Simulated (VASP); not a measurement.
Set up this calculation in VASP 6.6.1, as the native input.

```
Task                   : single point
Functional             : PBE
Potentials or basis    : VASP PAW PBE potentials, release 64 (Pt, Se)
Cutoff                 : 500 eV
k mesh                 : 9 × 9 × 6
Occupations            : methfessel-paxton, width 0.05 eV
Spin                   : no spin polarisation
Dipole correction      : no
Further INCAR settings : ALGO = Normal; EDIFF = 1e-06; NBANDS = 18
```

The structure of PtSe2 lies in POSCAR:

```
PtSe2
1.0
    3.7240000000      0.0000000000      0.0000000000
   -1.8620000000      3.2250786037      0.0000000000
    0.0000000000      0.0000000000      5.0620000000
Pt Se
1 2
Direct
    0.0000000000      0.0000000000      0.0000000000
    0.3333333333      0.6666666667      0.2500000000
    0.6666666667      0.3333333333      0.7500000000
```

The input as run:

INCAR

```
PREC = Accurate
ENCUT = 500
EDIFF = 1E-6
ISMEAR = 1
SIGMA = 0.05
LREAL = F
LASPH = T
NELM = 120
ALGO = Normal
ISIF = 2
LWAVE = F
LCHARG = F
GGA = PE
NBANDS = 18
GGA_COMPAT = F
```

KPOINTS

```
Automatic mesh
0
Gamma
  9 9 6
```

Potentials or basis: VASP PAW PBE potentials, release 64 (Pt, Se).

The run is started by

```bash
$ cat potpaw_PBE.64/Pt/POTCAR potpaw_PBE.64/Se/POTCAR > POTCAR
$ mpirun -np 1 vasp_std > vasp.out
```

Results of the run:

```
Pressure               : 7.3 GPa
Largest force          : 0.589 eV/Å
Band gap on the k mesh : zero (bands 11 and 12 overlap by 0.38 eV)
```

Caveat: the cell stands under pressure; spin-orbit coupling is left out, which moves the levels of the heavy elements.

Wall time 60 s on 1 thread of AMD EPYC 7R43 64-Core Processor (Zen 3), with other jobs on the host, peak memory 0.18 GiB.
